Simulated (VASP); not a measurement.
Runs of VASP 6.6.1 on Mg2SO. The structure is that of space group R-3m (No. 166), or close to it. The cells are those of the table. 

| level | cell | smearing | gap on the mesh (eV) | pressure (GPa) | largest force (eV/Å) |
| --- | --- | --- | --- | --- | --- |
| r2SCAN | a = 5.557 Å, angles 33.3°, 4 atoms | gaussian 0.01 eV | (b) | 19.3 | - |
| PBE | a = 5.557 Å, angles 33.3°, 4 atoms | fermi-dirac 0.02 eV | (c) | 22.2 | 0.02 |
| PBE | a = 5.883 Å, angles 31.8°, 4 atoms | fermi-dirac 0.02 eV | 0.64 | 8.6 | 0.01 |
| r2SCAN | a = 5.883 Å, angles 31.8°, 4 atoms | gaussian 0.01 eV | 1.25 | (a) | - |

Alike in all rows: task single point; potentials or basis VASP PAW PBE potentials, release 64 (O, S, Mg); no spin polarisation; k mesh 10 × 10 × 10; cutoff (eV) 520.

Q: Fill in the values left out.

A: (a) 5.9; (b) 1.82; (c) 1.21.

Caveats: the cell stands under pressure; the PAW data sets were made with another functional, which shifts forces and pressure a little (at least some runs).

A k mesh can miss the band edges.
